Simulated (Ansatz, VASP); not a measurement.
# Ru in VASP and in Ansatz

```
CELL_PARAMETERS angstrom
-1.50055 1.50055 1.50055
1.50055 -1.50055 1.50055
1.50055 1.50055 -1.50055
ATOMIC_POSITIONS crystal
Ru 0.00000 0.00000 0.00000
```

Alike in both runs: functional LDA; k mesh 20 × 20 × 20; occupations fermi-dirac, width 0.1 eV; no spin polarisation.

Ansatz relaxed the structure, and its values are those at the end. VASP's run is a single point on that final structure, the one shown.

|  | VASP | Ansatz |
| --- | --- | --- |
| version | VASP 6.6.1 | Ansatz 0.2.0 |
| potentials or method | VASP PAW LDA potentials, release 64 (Ru_pv) | PAW with Ansatz's default frozen-core files, scalar-relativistic |
| plane-wave cutoff (eV) | 520 | 420 |
| valence electrons in the cell | 14 | 16 |

|  | VASP | Ansatz | Ansatz less VASP |
| --- | --- | --- | --- |
| pressure (GPa) | 0.9 | 0.0 | -0.88 |

LDA's correlation is that of Perdew and Zunger in VASP and of Perdew and Wang (1992) in Ansatz. VASP's potentials hold 14 valence electrons a cell and Ansatz's 16, so a difference there can come from the potentials and not from the codes.
